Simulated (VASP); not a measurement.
A run of VASP 6.6.1 is set up as follows.

File INCAR:

```
PREC = Accurate ; ENCUT = 520
EDIFF = 1E-8 ; ISMEAR = -1
SIGMA = 0.05 ; LREAL = F
LASPH = T ; NELM = 80
ALGO = Normal ; ISIF = 2
LWAVE = F ; LCHARG = F
LEFG = T ; NBANDS = 14
```

Contents of KPOINTS:

```
Automatic mesh
0
Gamma
  10 10 10
```

Contents of POSCAR:

```
ScAl
1.0
    3.3363027133      0.0000000000      0.0000000000
    0.0000000000      3.3363027133      0.0000000000
    0.0000000000      0.0000000000      3.3363027133
Sc Al
1 1
Direct
    0.5000000000      0.5000000000      0.5000000000
    0.0000000000      0.0000000000      0.0000000000
```

Potentials or basis: VASP PAW LDA potentials, release 64 (Sc_sv, Al).

Run with:

```console
$ cat potpaw_LDA.64/Sc_sv/POTCAR potpaw_LDA.64/Al/POTCAR > POTCAR
$ mpirun -np 1 vasp_std > vasp.out
```

(1) What does it give for the band gap on the k mesh?

(2) Predict the pressure.

Answers

(1) zero (bands 7 and 8 overlap by 1.12 eV).

(2) -2.0 GPa.
